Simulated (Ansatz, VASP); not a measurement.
# Al2Ru: VASP beside Ansatz

```xyz
3
Lattice="4.1892 0.0000 0.0000 -2.0946 3.6279 0.0000 0.0000 0.0000 2.7636" Properties=species:S:1:pos:R:3 pbc="T T T"
Ru    0.0000    0.0000    0.0000
Al    0.0000    2.4186    1.3818
Al    2.0946    1.2093    1.3818
```

Alike in both runs: functional r2SCAN; k mesh 12 × 12 × 16; occupations gaussian, width 0.1 eV; no spin polarisation.

Ansatz relaxed the structure, and its values are those at the end. VASP's run is a single point on that final structure, the one shown.

|  | VASP | Ansatz |
| --- | --- | --- |
| version | VASP 6.6.1 | Ansatz 0.2.0 |
| potentials or method | VASP PAW PBE potentials, release 64 (Ru_pv, Al), cutoff 520 eV | scalar-relativistic, plane waves, PAW |
| valence electrons in the cell | 20 | 22 |

|  | VASP | Ansatz | Ansatz less VASP |
| --- | --- | --- | --- |
| gap on the k mesh at the Fermi level (eV) | none | none | - |
| pressure (GPa) | -0.1 | 0.0 | +0.09 |

VASP's potentials were made for PBE, not for r2SCAN. A gap of «none» marks a metal or a gap that the smearing closes. VASP's potentials hold 20 valence electrons a cell and Ansatz's 22, so a difference there can come from the potentials and not from the codes.
